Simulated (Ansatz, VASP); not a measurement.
**Two plane-wave programs on MoS2**

```xyz
6
Lattice="3.1493 0.0000 0.0000 -1.5747 2.7274 0.0000 0.0000 0.0000 12.0958" Properties=species:S:1:pos:R:3 pbc="T T T"
Mo    1.5747    0.9091    3.0257
Mo    0.0000    1.8183    9.0701
S     0.0000    1.8183    4.5915
S     1.5747    0.9091   10.6360
S     0.0000    1.8183    1.4598
S     1.5747    0.9091    7.5042
```

Alike in both runs: task single point; functional PBE; dispersion D3(BJ); k mesh 12 × 12 × 4; occupations gaussian, width 0.05 eV; no spin polarisation.

|  | VASP | Ansatz |
| --- | --- | --- |
| version | VASP 6.6.1 | Ansatz 0.2.0 |
| potentials or method | VASP PAW PBE potentials, release 64 (Mo_sv, S), cutoff 520 eV | scalar-relativistic, plane waves, PAW |
| valence electrons in the cell | 52 | 52 |

Ansatz gave:

| Property | Result |
| --- | --- |
| gap on the k mesh at the Fermi level (eV) | 0.79 |
| least direct gap on the mesh (eV) | 1.70 |
| pressure (GPa) | 0.0 |
| traceless stress, the component that is largest in VASP (GPa) | -0.01 |
| rms of the force components (eV/Å) | 0.001 |

Q: What did VASP give for the same quantities?

A: gap on the k mesh at the Fermi level (eV): 0.80; least direct gap on the mesh (eV): 1.70; pressure (GPa): -0.2; traceless stress, the component that is largest in VASP (GPa): -0.05; rms of the force components (eV/Å): 0.006.

Atom by atom the forces differ by 0.006 eV/Å (rms over components).
